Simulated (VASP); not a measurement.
Set up this calculation in VASP 6.6.1, as the native input.

```yaml
Task: single point
Functional: PBE
Dispersion: D3(BJ)
Potentials_or_basis: VASP PAW PBE potentials, release 64 (B, O)
Cutoff: 520 eV
k_mesh: 21 × 21 × 6
Occupations: gaussian, width 0.15 eV
Spin: no spin polarisation
Dipole_correction: no
Further_INCAR_settings: ALGO = Fast; EDIFF = 1e-07; NBANDS = 21
```

The structure of B2O lies in POSCAR:

```
B2O
1.0
    2.4452864092      0.0000000000      0.0000000000
   -1.2226432046      2.1176801499      0.0000000000
    0.0000000000      0.0000000000     10.4878334090
B O
4 2
Direct
    0.0000000000      0.0000000000      0.4099026039
    0.0000000000      0.0000000000      0.5900973961
    0.6666666667      0.3333333333      0.0293462865
    0.3333333333      0.6666666667      0.9706537135
    0.6666666667      0.3333333333      0.3525784977
    0.3333333333      0.6666666667      0.6474215023
```

These files were run (other wordings do the same):

INCAR

```
SYSTEM = B2O
  PREC = Accurate
  ENCUT = 520
  EDIFF = 1E-7
  ISMEAR = 0
  SIGMA = 0.15
  LREAL = .False.
  LASPH = .True.
  NELM = 60
  ALGO = Fast
  ISIF = 2
  LWAVE = .False.
  LCHARG = .False.
  GGA = PE
  IVDW = 12
  NBANDS = 21
```

KPOINTS

```
regular mesh
0
Gamma
  21 21 6
  0 0 0
```

Potentials or basis: VASP PAW PBE potentials, release 64 (B, O).

Run with:

```bash
$ cat potpaw_PBE.64/B/POTCAR potpaw_PBE.64/O/POTCAR > POTCAR
$ mpirun -np 1 vasp_std > vasp.out
```

It gave:

- Pressure: 9.5 GPa
- Largest force: 1.318 eV/Å
- Band gap on the k mesh: zero (bands 12 and 13 overlap by 3.44 eV)
- Dispersion energy per atom: -0.132 eV

Caveat: the stress differs along the axes, from -10 to 19 GPa; forces of over 1 eV/Å act on the atoms, so gaps and moduli don't describe the material at rest.

Run time: 7.1 min on 1 thread of Oxide Virtual Turin-like Processor, with other jobs on the host, peak memory 0.32 GiB.
